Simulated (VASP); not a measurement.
# ZrMnSbF (P4/nmm) in VASP: single point with r2SCAN

Aim: the single point of ZrMnSbF with r2SCAN.

All numbers are computed with VASP 6.6.1; they aren't measurements. Logs are shortened: lines on timing, memory, paths and dates and some standing lists are left out, and cuts for length are marked.

### Step 1. The cell of the first run

Symmetry: P4/nmm, No. 129, tetragonal system. Conventional cell: a = 4.067 Å, b = 4.067 Å, c = 8.962 Å, α = 90.00°, β = 90.00°, γ = 90.00°. Zr (site symmetry 4mm) has 4 F at 2.43 Å and 4 Sb at 3.32 Å within 3.4 Å. Within 3.2 Å of F (site symmetry -4m2) lie 4 Zr at 2.43 Å and 4 F at 2.88 Å. Within 3.3 Å of Mn (site symmetry -4m2) lie 4 Sb at 2.52 Å and 4 Mn at 2.88 Å. Within 3.4 Å of Sb (site symmetry 4mm) lie 4 Mn at 2.52 Å and 4 Zr at 3.32 Å.

### Step 2. Single point, r2SCAN

POSCAR reads:

```
ZrMnSbF
1.0
    4.0674788500      0.0000000000      0.0000000000
    0.0000000000      4.0674788500      0.0000000000
    0.0000000000      0.0000000000      8.9617795500
Zr F Mn Sb
2 2 2 2
Direct
    0.7500000000      0.7500000000      0.3507900000
    0.2500000000      0.2500000000      0.6492100000
    0.2500000000      0.7500000000      0.5000000000
    0.7500000000      0.2500000000      0.5000000000
    0.2500000000      0.7500000000      0.0000000000
    0.7500000000      0.2500000000      0.0000000000
    0.2500000000      0.2500000000      0.1660400000
    0.7500000000      0.7500000000      0.8339600000
```

INCAR.step1 reads:

```
PREC = Accurate
ENCUT = 520
ISMEAR = 1
SIGMA = 0.0101
LREAL = False
LASPH = True
NELM = 100
NBANDS = 47
GGA = PE
ALGO = Normal
EDIFF = 1E-4
LWAVE = True
LCHARG = False
```

INCAR.step2 reads:

```
PREC = Accurate
ENCUT = 520
EDIFF = 1E-7
ISMEAR = 1
SIGMA = 0.0101
LREAL = False
LASPH = True
NELM = 100
ALGO = Normal
ISIF = 2
LWAVE = False
LCHARG = False
METAGGA = R2SCAN
LMIXTAU = True
NBANDS = 47
ISTART = 1
```

KPOINTS reads:

```
Automatic mesh
0
Gamma
  6 6 3
```

Potentials or basis: VASP PAW PBE potentials, release 64 (Zr_sv, F, Mn_pv, Sb).

Started as:

```bash
cat potpaw_PBE.64/Zr_sv/POTCAR potpaw_PBE.64/F/POTCAR potpaw_PBE.64/Mn_pv/POTCAR potpaw_PBE.64/Sb/POTCAR > POTCAR
cp INCAR.step1 INCAR
mpirun -np 1 vasp_std > vasp.out
cp INCAR.step2 INCAR
mpirun -np 1 vasp_std > vasp.out
```

OUTCAR:

```text
PREC = Accurate
   ENCUT = 520
   EDIFF = 1E-7
   ISMEAR = 1
   LREAL = False
   LASPH = True
   NELM = 100
   ISIF = 2
   METAGGA = R2SCAN
   ISTART = 1

 ion  position               nearest neighbor table
   1  0.750  0.750  0.351-   3 2.43   4 2.43   4 2.43   3 2.43   7 3.32   7 3.32   7 3.32   7 3.32

   2  0.250  0.250  0.649-   3 2.43   4 2.43   3 2.43   4 2.43   8 3.32   8 3.32   8 3.32   8 3.32

   3  0.250  0.750  0.500-   1 2.43   2 2.43   2 2.43   1 2.43
   4  0.750  0.250  0.500-   1 2.43   2 2.43   1 2.43   2 2.43
   5  0.250  0.750  0.000-   7 2.52   8 2.52   7 2.52   8 2.52   6 2.88   6 2.88   6 2.88   6 2.88

   6  0.750  0.250  0.000-   7 2.52   8 2.52   8 2.52   7 2.52   5 2.88   5 2.88   5 2.88   5 2.88

   7  0.250  0.250  0.166-   5 2.52   6 2.52   5 2.52   6 2.52   1 3.32   1 3.32   1 3.32   1 3.32

   8  0.750  0.750  0.834-   5 2.52   6 2.52   6 2.52   5 2.52   2 3.32   2 3.32   2 3.32   2 3.32

  LATTYP: Found a simple tetragonal cell.
 ALAT       =     4.0674788500
 C/A-ratio  =     2.2032762506

  Lattice vectors:

 A1 = (   4.0674788500,   0.0000000000,   0.0000000000)
 A2 = (   0.0000000000,   4.0674788500,   0.0000000000)
 A3 = (   0.0000000000,   0.0000000000,   8.9617795500)

Analysis of symmetry for initial positions (statically):
=====================================================================
 Subroutine PRICEL returns:
 Original cell was already a primitive cell.

 Routine SETGRP: Setting up the symmetry group for a
 simple tetragonal supercell.

 Subroutine GETGRP returns: Found 16 space group operations
 (whereof  4 operations were pure point group operations)
 out of a pool of 16 trial point group operations.

The static configuration has the point symmetry C_2h.
 The point group associated with its full space group is D_4h.

Analysis of symmetry for dynamics (positions and initial velocities):
=====================================================================
 Subroutine PRICEL returns:
 Original cell was already a primitive cell.

 Routine SETGRP: Setting up the symmetry group for a
 simple tetragonal supercell.

 Subroutine GETGRP returns: Found 16 space group operations
 (whereof  4 operations were pure point group operations)
 out of a pool of 16 trial point group operations.

The dynamic configuration has the point symmetry C_2h.
 The point group associated with its full space group is D_4h.

[... 108 lines left out ...]
   NSW    =      0    number of steps for IOM
   IBRION =     -1    ionic relax: 0-MD 1-quasi-New 2-CG
   NFREE  =      0    steps in history (QN), initial steepest desc. (CG)
   ISIF   =      2    stress and relaxation
   ISYM   =      2    0-nonsym 1-usesym 2-fastsym
   POTIM  = 0.5000    time-step for ionic-motion
   TEBEG  =    0.0;   TEEND  =   0.0 temperature during run
   PSTRESS=    0.0 pullay stress
   NELECT =      74.0000    total number of electrons
   NUPDOWN=      -1.0000    fix difference up-down
   EMIN   =  10.00;   EMAX   =-10.00  energy-range for DOS
   EFERMI =   0.00;   METHOD = LEGACY
   ISMEAR =     1;   SIGMA  =   0.01  broadening in eV -4-tet -1-fermi 0-gaus
   EFERMI_NEDOS =   21; number of points for ismear=-14 and -15
   IALGO  =     38    algorithm
   IMIX   =      4    mixing-type and parameters
     AMIX     =   0.40;   BMIX     =  1.00
     AMIX_MAG =   1.60;   BMIX_MAG =  1.00
  volume/ion in A,a.u.               =      18.53       125.07
  Fermi-wavevector in a.u.,A,eV,Ry     =   1.298585  2.453970 22.943825  1.686324
  Thomas-Fermi vector in A             =   2.429904
   LORBIT       =      0    0 simple, 1 ext, 2 COOP (PROOUT), +10 PAW based schemes
   METAGGA = R2SCAN    functional components
   LHFCALC =     F    Hartree Fock is set to
   AEXX    =    0.0000 exact exchange contribution
   IVDW    =     0    specifies the selected vdW correction
   LEPSILON=     F    determine dielectric tensor
   LRPA    =     F    only Hartree local field effects (RPA)
 non-spin polarized calculation
 Methfessel and Paxton  Order N= 1 SIGMA  =   0.01
  energy-cutoff  :      520.00
  volume of cell :      148.27
 maximum number of plane-waves:      4032
   NGX = 15   NGY = 15   NGZ = 33

 number of electron      74.0000020 magnetization

 Free energy of the ion-electron system (eV)
  ---------------------------------------------------
  ext. energy  EPLUGINS =         0.00000000
  ---------------------------------------------------
  free energy    TOTEN  =      -137.95111219 eV

  energy without entropy =     -137.95114839  energy(sigma->0) =     -137.95112426

 E-fermi :   8.3115     XC(G=0): -11.4386

 val. band max:        8.3057794439   @ k =   0.3333   0.3333   0.3333
 cond. band min:       8.3172166598   @ k =   0.5000   0.0000   0.0000
 fundamental gap:      0.0114372159
 Fermi energy:         8.3114632232

 k-point     1 :       0.0000    0.0000    0.0000
  band No.  band energies     occupation
      1     -44.4025      2.00000
      2     -44.3934      2.00000
      3     -41.1735      2.00000
      4     -41.1504      2.00000
      5     -41.0189      2.00000
      6     -41.0189      2.00000
[... 989 lines left out ...]
     46      10.1644      0.00000
     47      10.2278      0.00000

------------------------ aborting loop because EDIFF is reached ----------------------------------------

  FORCE on cell =-STRESS in cart. coord.  units (eV):
  Direction    XX          YY          ZZ          XY          YZ          ZX
  --------------------------------------------------------------------------------------
  -------------------------------------------------------------------------------------
  Total      -10.6679890    -10.6679890     -9.5139123      0.0000000     -0.0000000      0.0000000
  in kB     -115.2784903   -115.2784903   -102.8075158      0.0000000     -0.0000000      0.0000000
  external PRESSURE =    -111.1214988 kB  Pullay stress =       0.0000000 kB

 VOLUME and BASIS-vectors are now :
 -----------------------------------------------------------------------------
  energy-cutoff  :      520.00
  volume of cell :      148.27
      direct lattice vectors                 reciprocal lattice vectors
     4.067478850  0.000000000  0.000000000     0.245852538  0.000000000  0.000000000
     0.000000000  4.067478850  0.000000000     0.000000000  0.245852538  0.000000000
     0.000000000  0.000000000  8.961779550     0.000000000  0.000000000  0.111584981

 POSITION                                       TOTAL-FORCE (eV/Angst)
 -----------------------------------------------------------------------------------
      3.05061      3.05061      3.14370         0.000000     -0.000000     -2.626219
      1.01687      1.01687      5.81808         0.000000     -0.000000      2.626219
      1.01687      3.05061      4.48089         0.000000     -0.000000     -0.000000
      3.05061      1.01687      4.48089        -0.000000      0.000000      0.000000
      1.01687      3.05061      0.00000        -0.000000      0.000000      0.000000
      3.05061      1.01687      0.00000        -0.000000     -0.000000      0.000000
      1.01687      1.01687      1.48801         0.000000     -0.000000      1.726806
      3.05061      3.05061      7.47377         0.000000     -0.000000     -1.726806
 -----------------------------------------------------------------------------------
    total drift:                                0.000000     -0.000000     -0.000000

  FREE ENERGIE OF THE ION-ELECTRON SYSTEM (eV)
  ---------------------------------------------------
  free  energy   TOTEN  =      -137.9511121889 eV

  energy  without entropy=     -137.9511483918  energy(sigma->0) =     -137.95112426
```

Run time: 10 min. Hardware: 1 thread of Intel Xeon Platinum 8488C (Sapphire Rapids), shared host; peak memory 0.34 GiB.

What came out:

```
Free energy            : -137.9511 eV
Pressure               : -11.1 GPa
Largest force          : 2.626 eV/Å
Band gap on the k mesh : zero (bands 37 and 38 overlap by 0.36 eV)
```

Forces in eV/Å, atoms in the order of the input:
```
Zr   0.000  0.000 -2.626
Zr   0.000  0.000  2.626
F    0.000  0.000  0.000
F    0.000  0.000  0.000
Mn   0.000  0.000  0.000
Mn   0.000  0.000  0.000
Sb   0.000  0.000  1.727
Sb   0.000  0.000 -1.727
```

Caveat: the cell stands under tension; the PAW data sets were made with another functional, which shifts forces and pressure a little; spin-orbit coupling is left out, which moves the levels of the heavy elements; the run has no spin polarisation, though such a crystal can be magnetic.
